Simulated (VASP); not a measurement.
# Si5F (P6/mmm) in VASP: further runs

The runs below take Si5F through single point, with PBE.

Program: VASP 6.6.1. These are calculated values, not measurements. Logs are shortened: lines on timing, memory, paths and dates and some standing lists are left out, and cuts for length are marked.

## Step 1: The cell of the first run

Symmetry: P6/mmm, No. 191, hexagonal system. Conventional cell: a = 4.347 Å, b = 4.347 Å, c = 5.138 Å, α = 90.00°, β = 90.00°, γ = 120.00°. Si (site symmetry 3m) has 8 Si at 2.46 to 2.84 Å and 3 F at 2.80 Å within 3.3 Å. Si (site symmetry 6/mmm) has 2 F at 2.57 Å and 12 Si at 2.84 Å within 3.4 Å. F (site symmetry 6/mmm) has 14 Si at 2.57 to 2.80 Å within 3.4 Å.

## Step 2: Single point, PBE

File INCAR:

```
ALGO = Normal
EDIFF = 1E-6
ENCUT = 520
GGA = PE
ISIF = 2
ISMEAR = 0
LASPH = T
LCHARG = T
LELF = T
LREAL = F
LVHAR = T
LWAVE = F
NBANDS = 22
NELM = 100
PREC = Accurate
SIGMA = 0.1
```

File KPOINTS:

```
k-points
0
Gamma
  6 6 4
```

File POSCAR:

```
Si5F
1.0
    4.3470077813     -0.0000000025      0.0000000000
   -2.1735038885      3.7646191703      0.0000000000
    0.0000000000      0.0000000000      5.1382211077
Si F
5 1
Direct
    0.3333333333      0.6666666667      0.2604210333
    0.6666666667      0.3333333333      0.2604210333
    0.6666666667      0.3333333333      0.7395789667
    0.3333333333      0.6666666667      0.7395789667
    0.0000000000      0.0000000000      0.0000000000
    0.0000000000      0.0000000000      0.5000000000
```

Potentials or basis: VASP PAW PBE potentials, release 64 (Si, F).

Command:

```bash
$ cat potpaw_PBE.64/Si/POTCAR potpaw_PBE.64/F/POTCAR > POTCAR
$ mpirun -np 1 vasp_std > vasp.out
```

OUTCAR:

```text
EDIFF = 1E-6
   ENCUT = 520
   GGA = PE
   ISIF = 2
   ISMEAR = 0
   LASPH = T
   LREAL = F
   NELM = 100
   PREC = Accurate

 ion  position               nearest neighbor table
   1  0.333  0.667  0.260-   4 2.46   2 2.51   2 2.51   2 2.51   4 2.68   5 2.84   5 2.84   5 2.84

   2  0.667  0.333  0.260-   3 2.46   1 2.51   1 2.51   1 2.51   3 2.68   5 2.84   5 2.84   5 2.84

   3  0.667  0.333  0.740-   2 2.46   4 2.51   4 2.51   4 2.51   2 2.68   5 2.84   5 2.84   5 2.84

   4  0.333  0.667  0.740-   1 2.46   3 2.51   3 2.51   3 2.51   1 2.68   5 2.84   5 2.84   5 2.84

   5  0.000  0.000  0.000-   1 2.84   2 2.84   3 2.84   4 2.84   2 2.84   3 2.84   1 2.84   4 2.84
                             2 2.84   3 2.84   1 2.84   4 2.84
   6  0.000  0.000  0.500-

  LATTYP: Found a hexagonal cell.
 ALAT       =     4.3470077813
 C/A-ratio  =     1.1820133219

  Lattice vectors:

 A1 = (   4.3470077813,  -0.0000000025,   0.0000000000)
 A2 = (  -2.1735038885,   3.7646191703,   0.0000000000)
 A3 = (   0.0000000000,   0.0000000000,   5.1382211077)

Analysis of symmetry for initial positions (statically):
=====================================================================
 Subroutine PRICEL returns:
 Original cell was already a primitive cell.

 Routine SETGRP: Setting up the symmetry group for a
 hexagonal supercell.

 Subroutine GETGRP returns: Found 24 space group operations
 (whereof 24 operations were pure point group operations)
 out of a pool of 24 trial point group operations.

The static configuration has the point symmetry D_6h.

Analysis of symmetry for dynamics (positions and initial velocities):
=====================================================================
 Subroutine PRICEL returns:
 Original cell was already a primitive cell.

 Routine SETGRP: Setting up the symmetry group for a
 hexagonal supercell.

 Subroutine GETGRP returns: Found 24 space group operations
 (whereof 24 operations were pure point group operations)
 out of a pool of 24 trial point group operations.

The dynamic configuration has the point symmetry D_6h.

 Subroutine INISYM returns: Found 24 space group operations
 (whereof 24 operations are pure point group operations),
 and found     1 'primitive' translations

----------------------------------------------------------------------------------------

                                     Primitive cell

  volume of cell :      84.0861

  direct lattice vectors                    reciprocal lattice vectors
     4.347007781 -0.000000003  0.000000000     0.230043297  0.132815559  0.000000000
    -2.173503888  3.764619170  0.000000000     0.000000000  0.265631118  0.000000000
     0.000000000  0.000000000  5.138221108     0.000000000  0.000000000  0.194619885

  length of vectors
     4.347007781  4.347007781  5.138221108     0.265631118  0.265631118  0.194619885

  position of ions in fractional coordinates (direct lattice)
     0.333333333  0.666666667  0.260421033
     0.666666667  0.333333333  0.260421033
     0.666666667  0.333333333  0.739578967
     0.333333333  0.666666667  0.739578967
     0.000000000  0.000000000  0.000000000
     0.000000000  0.000000000  0.500000000

  ion indices of the primitive-cell ions
   primitive index   ion index
                 1           1
                 2           2
                 3           3
                 4           4
                 5           5
                 6           6

----------------------------------------------------------------------------------------

 KPOINTS: k-points

Automatic generation of k-mesh.
 Grid dimensions read from file:
 generate k-points for:    6    6    4

 Generating k-lattice:

  Cartesian coordinates                     Fractional coordinates (reciprocal lattice)
     0.038340549  0.022135927  0.000000000     0.166666667  0.000000000  0.000000000
     0.000000000  0.044271853  0.000000000     0.000000000  0.166666667  0.000000000
     0.000000000  0.000000000  0.048654971     0.000000000  0.000000000  0.250000000

  Length of vectors
     0.044271853  0.044271853  0.048654971

  Shift w.r.t. Gamma in fractional coordinates (k-lattice)
     0.000000000  0.000000000  0.000000000

 Subroutine IBZKPT returns following result:
 ===========================================

 Found     21 irreducible k-points:

 Following reciprocal coordinates:
            Coordinates               Weight
  0.000000  0.000000  0.000000      1.000000
  0.166667  0.000000  0.000000      6.000000
  0.333333  0.000000  0.000000      6.000000
  0.500000  0.000000  0.000000      3.000000
  0.166667  0.166667  0.000000      6.000000
  0.333333  0.166667  0.000000     12.000000
[... 13 lines left out ...]
  0.333333  0.166667  0.500000     12.000000
  0.333333  0.333333  0.500000      2.000000
   k-points           NKPTS =     21   k-points in BZ     NKDIM =     21   number of bands    NBANDS=     22
   number of dos      NEDOS =    301   number of ions     NIONS =      6
   total plane-waves  NPLWV =  40960
   dimension x,y,z NGX =    32 NGY =   32 NGZ =   40
   dimension x,y,z NGXF=    64 NGYF=   64 NGZF=   80
   ions per type =               5   1
   NGX,Y,Z   is equivalent  to a cutoff of  12.24, 12.24, 12.94 a.u.
   NGXF,Y,Z  is equivalent  to a cutoff of  24.48, 24.48, 25.88 a.u.
 SYSTEM =  unknown system
   PREC   = accura    normal or accurate (medium, high low for compatibility)
   ISTART =      0    job   : 0-new  1-cont  2-samecut
   ICHARG =      2    charge: 1-file 2-atom 10-const
   ISPIN  =      1    spin polarized calculation?
   LNONCOLLINEAR =      F non collinear calculations
   LSORBIT =      F    spin-orbit coupling
   LASPH  =      T    aspherical Exc in radial PAW
   ENCUT  =  520.0 eV  38.22 Ry    6.18 a.u.   8.08  8.08  9.55*2*pi/ulx,y,z
   NELM   =    100;   NELMIN=  2; NELMDL= -5     # of ELM steps
   EDIFF  = 0.1E-05   stopping-criterion for ELM
   LREAL  =      F    real-space projection
   EDIFFG = 0.1E-04   stopping-criterion for IOM
   NSW    =      0    number of steps for IOM
   IBRION =     -1    ionic relax: 0-MD 1-quasi-New 2-CG
   NFREE  =      0    steps in history (QN), initial steepest desc. (CG)
   ISIF   =      2    stress and relaxation
   ISYM   =      2    0-nonsym 1-usesym 2-fastsym
   POTIM  = 0.5000    time-step for ionic-motion
   TEBEG  =    0.0;   TEEND  =   0.0 temperature during run
   PSTRESS=    0.0 pullay stress
   NELECT =      27.0000    total number of electrons
   NUPDOWN=      -1.0000    fix difference up-down
   EMIN   =  10.00;   EMAX   =-10.00  energy-range for DOS
   EFERMI =   0.00;   METHOD = LEGACY
   ISMEAR =     0;   SIGMA  =   0.10  broadening in eV -4-tet -1-fermi 0-gaus
   EFERMI_NEDOS =   21; number of points for ismear=-14 and -15
   IALGO  =     38    algorithm
   IMIX   =      4    mixing-type and parameters
     AMIX     =   0.40;   BMIX     =  1.00
     AMIX_MAG =   1.60;   BMIX_MAG =  1.00
  volume/ion in A,a.u.               =      14.01        94.57
  Fermi-wavevector in a.u.,A,eV,Ry     =   1.121041  2.118460 17.098877  1.256732
  Thomas-Fermi vector in A             =   2.257691
   LORBIT       =      0    0 simple, 1 ext, 2 COOP (PROOUT), +10 PAW based schemes
   GGA     = PE    functional components
   LHFCALC =     F    Hartree Fock is set to
   AEXX    =    0.0000 exact exchange contribution
   IVDW    =     0    specifies the selected vdW correction
   LEPSILON=     F    determine dielectric tensor
   LRPA    =     F    only Hartree local field effects (RPA)
 non-spin polarized calculation
 Gauss-broadening in eV      SIGMA  =   0.10
  energy-cutoff  :      520.00
  volume of cell :       84.09
 maximum number of plane-waves:      2282
   NGX = 17   NGY = 17   NGZ = 19

 number of electron      27.0000014 magnetization

 Free energy of the ion-electron system (eV)
  ---------------------------------------------------
  ext. energy  EPLUGINS =         0.00000000
  ---------------------------------------------------
  free energy    TOTEN  =       -28.83685064 eV

  energy without entropy =      -28.83428452  energy(sigma->0) =      -28.83556758

 E-fermi :   8.6149     XC(G=0): -10.9763

 val. band max:        8.5133239558   @ k =   0.3333   0.3333   0.5000
 cond. band min:       8.7102157287   @ k =   0.5000   0.0000   0.2500
 fundamental gap:      0.1968917729
 Fermi energy:         8.6149403904

 k-point     1 :       0.0000    0.0000    0.0000
  band No.  band energies     occupation
      1     -14.3432      2.00000
      2      -4.4647      2.00000
      3      -0.3939      2.00000
      4       1.3300      2.00000
      5       3.3321      2.00000
      6       3.3321      2.00000
[... 14 lines left out ...]
     21      12.2770      0.00000
     22      12.2770      0.00000

 k-point     2 :       0.1667    0.0000    0.0000
  band No.  band energies     occupation
      1     -14.3340      2.00000
      2      -4.2383      2.00000
      3      -0.1303      2.00000
      4       1.0603      2.00000
      5       2.0985      2.00000
      6       2.8360      2.00000
[... 14 lines left out ...]
     21      12.9915      0.00000
     22      13.7358      0.00000

 k-point     3 :       0.3333    0.0000    0.0000
  band No.  band energies     occupation
      1     -14.3153      2.00000
      2      -3.5774      2.00000
      3      -0.4836      2.00000
      4       0.6478      2.00000
      5       1.7462      2.00000
      6       2.2487      2.00000
[... 14 lines left out ...]
     21      14.1345      0.00000
     22      16.2275      0.00000

 k-point     4 :       0.5000    0.0000    0.0000
  band No.  band energies     occupation
      1     -14.3058      2.00000
      2      -2.8612      2.00000
      3      -1.6483      2.00000
      4       1.7571      2.00000
      5       2.0321      2.00000
      6       2.0517      2.00000
[... 14 lines left out ...]
     21      15.1996      0.00000
     22      15.6118      0.00000

 k-point     5 :       0.1667    0.1667    0.0000
  band No.  band energies     occupation
      1     -14.3200      2.00000
      2      -3.7900      2.00000
      3       0.3909      2.00000
      4       0.4124      2.00000
      5       0.7202      2.00000
      6       3.0167      2.00000
[... 14 lines left out ...]
     21      14.9033      0.00000
     22      14.9343      0.00000

 k-point     6 :       0.3333    0.1667    0.0000
  band No.  band energies     occupation
      1     -14.3059      2.00000
      2      -2.9540      2.00000
      3      -1.2220      2.00000
      4       0.4706      2.00000
      5       1.3956      2.00000
      6       2.7741      2.00000
[... 14 lines left out ...]
     21      14.5675      0.00000
     22      16.1364      0.00000

 k-point     7 :       0.3333    0.3333    0.0000
  band No.  band energies     occupation
      1     -14.3012      2.00000
      2      -2.0325      2.00000
      3      -2.0325      2.00000
      4      -0.2529      2.00000
      5       2.2277      2.00000
      6       2.8745      2.00000
[... 249 lines left out ...]
      6       2.9040      2.00000
[... 14 lines left out ...]
     21      13.9818      0.00000
     22      14.6573      0.00000

 k-point    18 :       0.5000    0.0000    0.5000
  band No.  band energies     occupation
      1     -14.3008      2.00000
      2      -1.5519      2.00000
      3      -1.5488      2.00000
      4      -1.5139      2.00000
      5       0.6636      2.00000
      6       2.7449      2.00000
[... 14 lines left out ...]
     21      14.2832      0.00000
     22      14.5974      0.00000

 k-point    19 :       0.1667    0.1667    0.5000
  band No.  band energies     occupation
      1     -14.3138      2.00000
      2      -3.2171      2.00000
      3      -1.8978      2.00000
      4       1.6173      2.00000
      5       1.6243      2.00000
      6       1.7590      2.00000
[... 14 lines left out ...]
     21      13.6352      0.00000
     22      14.2647      0.00000

 k-point    20 :       0.3333    0.1667    0.5000
  band No.  band energies     occupation
      1     -14.3008      2.00000
      2      -2.1035      2.00000
      3      -1.4391      2.00000
      4      -0.4528      2.00000
      5       0.3684      2.00000
      6       1.1633      2.00000
[... 14 lines left out ...]
     21      14.4481      0.00000
     22      15.4449      0.00000

 k-point    21 :       0.3333    0.3333    0.5000
  band No.  band energies     occupation
      1     -14.2965      2.00000
      2      -0.7424      2.00000
      3      -0.7177      2.00000
      4      -0.7177      2.00000
      5      -0.7091      2.00000
      6      -0.7091      2.00000
[... 14 lines left out ...]
     21      15.9369      0.00000
     22      16.1021      0.00000

------------------------ aborting loop because EDIFF is reached ----------------------------------------

  FORCE on cell =-STRESS in cart. coord.  units (eV):
  Direction    XX          YY          ZZ          XY          YZ          ZX
  --------------------------------------------------------------------------------------
  -------------------------------------------------------------------------------------
  Total       -0.0464728     -0.0464728     -0.0099931      0.0000000     -0.0000000      0.0000000
  in kB       -0.8854925     -0.8854925     -0.1904085      0.0000000     -0.0000000      0.0000000
  external PRESSURE =      -0.6537978 kB  Pullay stress =       0.0000000 kB

 VOLUME and BASIS-vectors are now :
 -----------------------------------------------------------------------------
  energy-cutoff  :      520.00
  volume of cell :       84.09
      direct lattice vectors                 reciprocal lattice vectors
     4.347007781 -0.000000003  0.000000000     0.230043297  0.132815559  0.000000000
    -2.173503888  3.764619170  0.000000000     0.000000000  0.265631118  0.000000000
     0.000000000  0.000000000  5.138221108     0.000000000  0.000000000  0.194619885

 POSITION                                       TOTAL-FORCE (eV/Angst)
 -----------------------------------------------------------------------------------
      0.00000      2.50975      1.33810         0.000000      0.000000     -0.011082
      2.17350      1.25487      1.33810        -0.000000     -0.000000     -0.011082
      2.17350      1.25487      3.80012        -0.000000     -0.000000      0.011082
      0.00000      2.50975      3.80012         0.000000      0.000000      0.011082
      0.00000      0.00000      0.00000         0.000000      0.000000     -0.000000
      0.00000      0.00000      2.56911         0.000000      0.000000     -0.000000
 -----------------------------------------------------------------------------------
    total drift:                                0.000000     -0.000000      0.000000

  FREE ENERGIE OF THE ION-ELECTRON SYSTEM (eV)
  ---------------------------------------------------
  free  energy   TOTEN  =       -28.8368506369 eV

  energy  without entropy=      -28.8342845200  energy(sigma->0) =      -28.83556758
```

Run time: 12 s. Hardware: 1 thread of Intel Xeon 6975P-C (Granite Rapids), shared host; peak memory 0.19 GiB.

Results:

```yaml
Free_energy: -28.8369 eV
Pressure: -0.1 GPa
Largest_force: 0.011 eV/Å
```

Forces in eV/Å, atoms in the order of the input:
```
Si   0.000  0.000 -0.011
Si   0.000  0.000 -0.011
Si   0.000  0.000  0.011
Si   0.000  0.000  0.011
Si   0.000  0.000  0.000
F    0.000  0.000  0.000
```

Caveat: an odd number of electrons without spin polarisation forces a metal; a magnetic or distorted state may lie lower.

## Step 3: Single point, PBE

This run uses another cell than the first one, of 14.46 Å³/atom, 1.032 times its volume.

File INCAR:

```
PREC = Accurate ; ENCUT = 520
EDIFF = 1E-6 ; ISMEAR = 0
SIGMA = 0.1 ; LREAL = False
LASPH = True ; NELM = 80
ALGO = Normal ; ISIF = 2
LWAVE = False ; LCHARG = True
GGA = PE ; LELF = True
LVHAR = True ; NBANDS = 22
```

File KPOINTS:

```
Automatic mesh
0
Gamma
  6 6 4
```

File POSCAR:

```
Si5F
1.0
    4.9831426900      0.0000000000      0.0000000000
   -2.4915713400      4.3155281600      0.0000000000
    0.0000000000      0.0000000000      4.0356949100
Si F
5 1
Direct
    0.3333333300      0.6666666700      0.2703516400
    0.6666666700      0.3333333300      0.2703516400
    0.6666666700      0.3333333300      0.7296483600
    0.3333333300      0.6666666700      0.7296483600
    0.0000000000      0.0000000000      0.0000000000
    0.0000000000      0.0000000000      0.5000000000
```

Potentials or basis: VASP PAW PBE potentials, release 64 (Si, F).

Command:

```bash
$ cat potpaw_PBE.64/Si/POTCAR potpaw_PBE.64/F/POTCAR > POTCAR
$ mpirun -np 1 vasp_std > vasp.out
```

OUTCAR:

```text
PREC = Accurate
   ENCUT = 520
   EDIFF = 1E-6
   ISMEAR = 0
   LREAL = False
   LASPH = True
   NELM = 80
   ISIF = 2
   GGA = PE

 ion  position               nearest neighbor table
   1  0.333  0.667  0.270-   4 1.85   4 2.18   2 2.88   2 2.88   2 2.88   5 3.08   5 3.08   5 3.08

   2  0.667  0.333  0.270-   3 1.85   3 2.18   1 2.88   1 2.88   1 2.88   5 3.08   5 3.08   5 3.08

   3  0.667  0.333  0.730-   2 1.85   2 2.18   4 2.88   4 2.88   4 2.88   5 3.08   5 3.08   5 3.08

   4  0.333  0.667  0.730-   1 1.85   1 2.18   3 2.88   3 2.88   3 2.88   5 3.08   5 3.08   5 3.08
[... 731 lines left out ...]
  -------------------------------------------------------------------------------------
  Total       -0.9442892     -0.9442892     47.5247554     -0.0000000      0.0000000      0.0000000
  in kB      -17.4325124    -17.4325124    877.3540153     -0.0000000      0.0000000      0.0000000
  external PRESSURE =     280.8296635 kB  Pullay stress =       0.0000000 kB

 VOLUME and BASIS-vectors are now :
 -----------------------------------------------------------------------------
  energy-cutoff  :      520.00
  volume of cell :       86.79
      direct lattice vectors                 reciprocal lattice vectors
     4.983142690  0.000000000  0.000000000     0.200676573  0.115860673  0.000000000
    -2.491571340  4.315528160  0.000000000     0.000000000  0.231721347  0.000000000
     0.000000000  0.000000000  4.035694910     0.000000000  0.000000000  0.247788800

 POSITION                                       TOTAL-FORCE (eV/Angst)
 -----------------------------------------------------------------------------------
     -0.00000      2.87702      1.09106        -0.000000     -0.000000     -9.336098
      2.49157      1.43851      1.09106         0.000000      0.000000     -9.336098
      2.49157      1.43851      2.94464         0.000000      0.000000      9.336098
     -0.00000      2.87702      2.94464        -0.000000     -0.000000      9.336098
      0.00000      0.00000      0.00000        -0.000000      0.000000      0.000000
      0.00000      0.00000      2.01785        -0.000000      0.000000      0.000000
 -----------------------------------------------------------------------------------
    total drift:                                0.000000     -0.000000      0.000000

  FREE ENERGIE OF THE ION-ELECTRON SYSTEM (eV)
  ---------------------------------------------------
  free  energy   TOTEN  =       -22.7130603913 eV

  energy  without entropy=      -22.6995566458  energy(sigma->0) =      -22.70630852
```

It took 16 s on 1 thread of Intel Xeon 6975P-C (Granite Rapids), shared host; peak memory 0.21 GiB.

Results:

- Free energy: -22.7131 eV
- Pressure: 28.1 GPa
- Largest force: 9.336 eV/Å

Forces on the atoms (eV/Å):
```
Si   0.000  0.000 -9.336
Si   0.000  0.000 -9.336
Si   0.000  0.000  9.336
Si   0.000  0.000  9.336
Si   0.000  0.000  0.000
F    0.000  0.000  0.000
```

Caveat: the k points lie up to 0.39 Å⁻¹ apart; an odd number of electrons without spin polarisation forces a metal; a magnetic or distorted state may lie lower.
